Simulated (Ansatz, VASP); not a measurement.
ZrSi2: VASP beside Ansatz

```xyz
24
Lattice="-8.9202 0.6520 0.4371 -1.5634 -7.0389 0.0559 -4.9148 0.3868 6.7529" Properties=species:S:1:pos:R:3 pbc="T T T"
Zr   -5.9347   -5.5623    4.2111
Zr   -5.6277   -5.7065    0.4991
Zr  -13.5805   -0.4210    7.0335
Zr   -1.7503   -0.1844    2.0887
Zr   -8.6206   -5.9610    2.6113
Zr   -8.7162   -3.3974    4.7690
Zr  -12.1019   -2.9901    5.7212
Zr   -6.4324   -2.7461    2.3438
Si   -1.6215   -5.7301    0.3014
Si  -10.7600   -5.0865    4.3778
Si   -9.4056   -0.3578    5.1974
Si   -4.4971   -0.6514    2.2761
Si   -8.5371   -1.1820    3.0939
Si   -5.9668   -0.8179    4.1819
Si  -11.9590   -0.3546    4.7998
Si   -5.9368   -0.9135    0.3935
Si   -8.4511   -6.0723    5.6404
Si   -4.0015   -4.5137    2.5714
Si  -13.2217   -5.3186    6.6576
Si   -4.6142   -3.1792    0.4736
Si   -5.9584   -3.0047    5.1688
Si   -9.1040   -3.3020    1.8170
Si   -2.1792   -2.5643    0.5182
Si  -10.9754   -2.2832    3.3584
```

Alike in both runs: task single point; functional PBE; k mesh 5 × 5 × 5; occupations gaussian, width 0.1 eV; no spin polarisation.

|  | VASP | Ansatz |
| --- | --- | --- |
| version | VASP 6.6.1 | Ansatz 0.2.0 |
| potentials or method | VASP PAW PBE potentials, release 64 (Zr_sv, Si), cutoff 520 eV | scalar-relativistic, plane waves, PAW |
| valence electrons in the cell | 160 | 160 |

Ansatz gave:

- gap on the k mesh at the Fermi level (eV): none
- pressure (GPa): 0.0
- rms of the force components (eV/Å): 0.028

Task: What did VASP give for the same quantities?

Result: gap on the k mesh at the Fermi level (eV): none; pressure (GPa): 0.0; rms of the force components (eV/Å): 0.029.

A gap of «none» marks a metal or a gap that the smearing closes. With one functional, cell and mesh, what is left measures potentials, basis and numerics.
